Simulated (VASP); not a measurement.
Write the native input for VASP 6.6.1 that does the following.

```yaml
Task: relaxation of cell and atoms
Functional: PBE
Potentials_or_basis: VASP PAW PBE potentials, release 64 (Br)
Cutoff: 600 eV
k_mesh: 14 × 14 × 8
Occupations: fermi-dirac, width 0.02 eV
Spin: no spin polarisation
Dipole_correction: no
Further_INCAR_settings: ALGO = Normal; EDIFF = 1e-06; IBRION = 2; EDIFFG = -0.03; NSW = 80; ISIF = 3
```

The structure of Br lies in POSCAR:

```
Br
1.0
    3.3300000000      0.0000000000      0.0000000000
   -1.6650000000      2.8838645946      0.0000000000
    0.0000000000      0.0000000000      5.4378900000
Br
2
Direct
    0.3333333333      0.6666666667      0.2500000000
    0.6666666667      0.3333333333      0.7500000000
```

The input as run:

INCAR

```
  ALGO = Normal
  EDIFF = 1E-6
  EDIFFG = -0.03
  ENCUT = 600
  GGA = PE
  IBRION = 2
  ISIF = 3
  ISMEAR = -1
  LASPH = T
  LCHARG = F
  LREAL = F
  LWAVE = F
  NELM = 60
  NSW = 80
  PREC = Accurate
  SIGMA = 0.02
```

KPOINTS

```
k-points
0
Gamma
  14 14 8
```

Potentials or basis: VASP PAW PBE potentials, release 64 (Br).

Run with:

```bash
$ cat potpaw_PBE.64/Br/POTCAR > POTCAR
$ mpirun -np 1 vasp_std > vasp.out
```

Results of the run:

```yaml
Relaxed_volume: 26.66 Å³/atom
Relaxed_cell: a = 3.354 Å, b = 3.354 Å, c = 5.473 Å, α = 90.00°, β = 90.00°, γ = 120.00°
Space_group_after_relaxing_to_0.1_Å: P6_3/mmc (No. 194)
Energy_gained_by_relaxing: 1.1 meV/atom
Ionic_steps: 3
Pressure_after_relaxing: 0.0 GPa
Band_gap_on_the_k_mesh: zero (bands 7 and 8 overlap by 2.02 eV)
```

Run time: 46 s on 1 thread of Intel(R) Xeon(R) 6975P-C (Granite Rapids) (shared host), peak memory 0.23 GiB.
